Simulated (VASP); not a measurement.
# HfO2: single point with LDA

Crystal: HfO2.

```xyz
6
Lattice="4.9326 0.0000 0.0000 0.0000 4.9326 0.0000 0.0000 0.0000 3.2814" Properties=species:S:1:pos:R:3 pbc="T T T"
Hf    0.0000    0.0000    0.0000
Hf    2.4663    2.4663    1.6407
O     0.9624    3.9702    1.6407
O     1.5039    1.5039    0.0000
O     3.4287    3.4287    0.0000
O     3.9702    0.9624    1.6407
```

This cell differs from its parent crystal: strain +0.030 along x and y, +0.030 along z.

```yaml
Program: VASP 6.6.1
Task: single point
Functional: LDA
Potentials_or_basis: VASP PAW LDA potentials, release 64 (Hf_pv, O)
Cutoff: 520 eV
k_mesh: 6 × 6 × 8
Occupations: gaussian, width 0.05 eV
Spin: no spin polarisation
```

```yaml
Pressure: -19.8 GPa
Largest_force: 0.303 eV/Å
Band_gap_on_the_k_mesh: 3.50 eV
```

Forces in eV/Å, atoms in the order of the input:
```
Hf   0.000  0.000  0.000
Hf   0.000  0.000  0.000
O   -0.214  0.214  0.000
O    0.214  0.214  0.000
O   -0.214 -0.214  0.000
O    0.214 -0.214  0.000
```

Stress tensor (GPa, compression positive):
```
-18.06   0.00   0.00
  0.00 -18.06   0.00
  0.00   0.00 -23.34
```

Levels at points of the mesh, in eV from the valence-band top:
```
           k point  band 20  band 21  band 22  band 23  band 24  band 25
(0.00, 0.00, 0.00)    -0.51    -0.51     0.00     3.50     3.70     4.71
(0.50, 0.00, 0.00)    -1.47    -0.63    -0.63     4.12     4.12     5.61
(0.50, 0.50, 0.00)    -1.17    -0.90    -0.90     3.75     3.75     5.10
(0.00, 0.00, 0.50)    -1.97    -0.99    -0.99     5.08     5.08     5.53
(0.50, 0.00, 0.50)    -1.73    -0.88    -0.88     3.77     3.77     5.73
(0.50, 0.50, 0.50)    -1.03    -0.54    -0.54     4.65     4.65     5.31
```

Wall time 2.2 min on 1 thread of Intel Xeon 8259CL, with other jobs on the host, peak memory 0.23 GiB.

Caveat: the cell differs from its parent crystal (strain +0.030 along x and y, +0.030 along z); the cell stands under tension; spin-orbit coupling is left out, which moves the levels of the heavy elements. A k mesh can miss the band edges.
